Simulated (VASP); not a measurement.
Set up this calculation in VASP 6.6.1, as the native input.

```yaml
Task: relaxation of cell and atoms
Functional: PBE
Potentials_or_basis: VASP PAW PBE potentials, release 64 (Pb_d, Te)
Cutoff: 600 eV
k_mesh: 6 × 6 × 6
Occupations: fermi-dirac, width 0.02 eV
Spin: no spin polarisation
Dipole_correction: no
Further_INCAR_settings: ALGO = Normal; EDIFF = 1e-06; IBRION = 2; EDIFFG = -0.005; NSW = 80; ISIF = 3
```

The structure of Te2Pb lies in POSCAR:

```
Te2Pb
1.0
    0.0000000000      3.6050822601      3.6050822601
    3.6050822601      0.0000000000      3.6050822601
    3.6050822601      3.6050822601      0.0000000000
Pb Te
1 2
Direct
    0.0000000000      0.0000000000      0.0000000000
    0.2500000000      0.2500000000      0.2500000000
    0.7500000000      0.7500000000      0.7500000000
```

One way to write it, as run:

INCAR

```
PREC     = Accurate       # precision mode
ENCUT    = 600            # plane-wave cutoff, eV
EDIFF    = 1E-6           # SCF threshold, eV
ISMEAR   = -1             # smearing method
SIGMA    = 0.02           # smearing width, eV
LREAL    = False          # projectors in reciprocal space
LASPH    = True           # aspherical terms in the spheres
NELM     = 80             # most SCF steps
ALGO     = Normal         # electronic algorithm
ISIF     = 3              # what is computed and relaxed
LWAVE    = False          # write WAVECAR
LCHARG   = False          # write CHGCAR
GGA      = PE             # functional
IBRION   = 2              # ionic algorithm
NSW      = 80             # ionic steps
EDIFFG   = -0.005         # ionic threshold
```

KPOINTS

```
regular mesh
0
Gamma
  6 6 6
```

Potentials or basis: VASP PAW PBE potentials, release 64 (Pb_d, Te).

Run with:

```bash
$ cat potpaw_PBE.64/Pb_d/POTCAR potpaw_PBE.64/Te/POTCAR > POTCAR
$ mpirun -np 1 vasp_std > vasp.out
```

It gave:

* Relaxed volume: 36.86 Å³/atom
* Relaxed cell: a = 5.388 Å, b = 5.388 Å, c = 5.388 Å, α = 60.00°, β = 60.00°, γ = 60.00°
* Space group after relaxing (to 0.05 Å): Fm-3m (No. 225)
* Energy gained by relaxing: 124.5 meV/atom
* Ionic steps: 8
* Pressure after relaxing: 0.0 GPa
* Band gap on the k mesh: zero (band 13 reaches 5.24 eV, above the bottom of band 14 at 3.53 eV)

Caveat: the volume moved by over 15 % at a fixed basis, so the end points are rough; spin-orbit coupling is left out, which moves the levels of the heavy elements.

It took 2.5 min on 1 thread of Intel(R) Xeon(R) Platinum 8375C CPU @ 2.90GHz (Ice Lake), with other jobs on the host, peak memory 0.28 GiB.
